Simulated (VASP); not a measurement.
A run of VASP 6.6.1 is set up as follows.

INCAR

```
SYSTEM = KMgF3
ALGO = Normal
EDIFF = 1E-6
ENCUT = 520
GGA = PE
ISIF = 2
ISMEAR = 0
LASPH = .TRUE.
LCHARG = .TRUE.
LELF = .TRUE.
LREAL = .FALSE.
LVHAR = .TRUE.
LWAVE = .FALSE.
NBANDS = 24
NELM = 100
PREC = Accurate
SIGMA = 0.05
```

The input KPOINTS:

```
k-points
0
G
  6 6 6
  0 0 0
```

POSCAR

```
KMgF3
1.0
    3.8663230000      0.0000000000      0.0000000000
    0.0000000000      3.8663230000      0.0000000000
    0.0000000000      0.0000000000      3.9859000000
K Mg F
1 1 3
Direct
    0.5000000000      0.5000000000      0.5000000000
    0.0000000000      0.0000000000      0.0000000000
    0.5000000000      0.0000000000      0.0000000000
    0.0000000000      0.5000000000      0.0000000000
    0.0000000000      0.0000000000      0.5000000000
```

Potentials or basis: VASP PAW PBE potentials, release 64 (K_sv, Mg, F).

The run is started by

```sh
$ cat potpaw_PBE.64/K_sv/POTCAR potpaw_PBE.64/Mg/POTCAR potpaw_PBE.64/F/POTCAR > POTCAR
$ mpirun -np 1 vasp_std > vasp.out
```

(1) Predict the pressure.

(2) Estimate the band gap on the k mesh.

## Answers

(1) 9.2 GPa.

(2) 7.76 eV, indirect (least direct gap 8.10 eV).

Caveat: the cell differs from its parent crystal (strain -0.030 along x and y, +0.000 along z).
